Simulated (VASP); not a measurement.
Input of a VASP 6.6.1 run:

File INCAR:

```
ALGO = Normal
EDIFF = 1E-7
EDIFFG = -0.01
ENCUT = 600
GGA = PE
IBRION = 2
ISIF = 3
ISMEAR = 0
LASPH = True
LCHARG = False
LREAL = False
LWAVE = False
NELM = 100
NSW = 100
PREC = Accurate
SIGMA = 0.1
```

File KPOINTS:

```
k-points
0
Gamma
  12 12 6
```

File POSCAR:

```
KB5F
1.0
    3.1034090487      0.0000000000      0.0000000000
    0.0000000000      3.1034090487      0.0000000000
    0.0000000000      0.0000000000      8.4774162129
K B F
1 5 1
Direct
    0.0000000000      0.0000000000      0.0000000000
    0.5000000000      0.5000000000      0.0000000000
    0.0000000000      0.5000000000      0.2801078620
    0.0000000000      0.5000000000      0.7198921380
    0.5000000000      0.0000000000      0.7198921380
    0.5000000000      0.0000000000      0.2801078620
    0.5000000000      0.5000000000      0.5000000000
```

Potentials or basis: VASP PAW PBE potentials, release 64 (K_sv, B, F).

Run with:

```console
$ cat potpaw_PBE.64/K_sv/POTCAR potpaw_PBE.64/B/POTCAR potpaw_PBE.64/F/POTCAR > POTCAR
$ mpirun -np 1 vasp_std > vasp.out
```

Task: What does it give for the relaxed cell?

Result: a = 3.112 Å, b = 3.112 Å, c = 8.511 Å, α = 90.00°, β = 90.00°, γ = 90.00°.

Task: What does it give for the relaxed volume?

Result: 11.78 Å³/atom.

Task: Estimate the band gap on the k mesh.

Result: Zero (an odd number of electrons rules out a gap without spin polarisation).

The path:
| step | energy change (eV) | largest force (eV/Å) | pressure (GPa) | volume (Å³) |
| --- | --- | --- | --- | --- |
| 1 | 0.0000 | 0.0386 | 0.55 | 81.65 |
| 2 | -0.0014 | 0.0337 | 0.20 | 82.12 |
| 3 | -0.0017 | 0.0301 | -0.07 | 82.49 |
| 4 | -0.0019 | 0.0241 | -0.06 | 82.48 |
| 5 | -0.0023 | 0.0059 | -0.01 | 82.44 |

Caveat: an odd number of electrons without spin polarisation forces a metal; a magnetic or distorted state may lie lower.
